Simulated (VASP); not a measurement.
## CsBr: electric field gradients with PBE

CsBr:

```
CELL_PARAMETERS angstrom
4.23807 0.00000 0.00000
0.00000 4.23807 0.00000
0.00000 0.00000 4.23807
ATOMIC_POSITIONS crystal
Cs 0.00000 0.00000 0.00000
Br 0.50000 0.50000 0.50000
```

| Item | Value |
| --- | --- |
| Program | VASP 6.6.1 |
| Task | electric field gradients |
| Functional | PBE |
| Potentials or basis | VASP PAW PBE potentials, release 64 (Cs_sv, Br) |
| Cutoff | 400 eV |
| k mesh | 6 × 6 × 6 |
| Occupations | fermi-dirac, width 0.02 eV |
| Spin | no spin polarisation |
| Dipole correction | no |
| Further INCAR settings | ALGO = Normal; EDIFF = 1e-08; NBANDS = 15 |

```json
{"Pressure": "1.7 GPa", "Band gap on the k mesh": "4.65 eV", "Largest electric field gradient by atom": "zero within the noise of the run"}
```

Levels at points of the mesh, in eV from the valence-band top:
```
           k point  band 6  band 7  band 8  band 9  band 10  band 11
(0.00, 0.00, 0.00)    0.00    0.00    0.00    4.65     4.87     4.87
(0.50, 0.00, 0.00)   -1.41   -0.24   -0.24    5.92     7.47     7.96
(0.50, 0.50, 0.00)   -0.59   -0.59   -0.02    5.28     5.52     7.26
(0.50, 0.50, 0.50)   -1.27   -1.27   -1.27    8.48     8.48     8.48
```

Run time: 26 s on 1 thread of Intel Xeon 8259CL, with other jobs on the host, peak memory 0.16 GiB.

Caveat: spin-orbit coupling is left out, which moves the levels of the heavy elements. A k mesh can miss the band edges.
